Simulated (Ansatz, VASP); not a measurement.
# CdS: VASP beside Ansatz

```
Cd S
1.0
     0.00000    2.72688    2.72688
     2.72688    0.00000    2.72688
     2.72688    2.72688    0.00000
Cd S
1 1
Direct
  0.00000 0.00000 0.00000
  0.50000 0.50000 0.50000
```

Alike in both runs: functional r2SCAN; k mesh 16 × 16 × 16; occupations fermi-dirac, width 0.1 eV; no spin polarisation.

Ansatz relaxed the structure, and its values are those at the end. VASP's run is a single point on that final structure, the one shown.

```csv
,VASP,Ansatz
version,VASP 6.6.1,Ansatz 0.2.0
potentials or method,"VASP PAW PBE potentials, release 64 (Cd, S)","PAW with Ansatz's default frozen-core files, scalar-relativistic"
plane-wave cutoff (eV),520,500
valence electrons in the cell,18,26
```

|  | VASP | Ansatz | Ansatz less VASP |
| --- | --- | --- | --- |
| pressure (GPa) | 0.5 | 0.0 | -0.48 |

VASP's potentials were made for PBE, not for r2SCAN. VASP's potentials hold 18 valence electrons a cell and Ansatz's 26, so a difference there can come from the potentials and not from the codes.
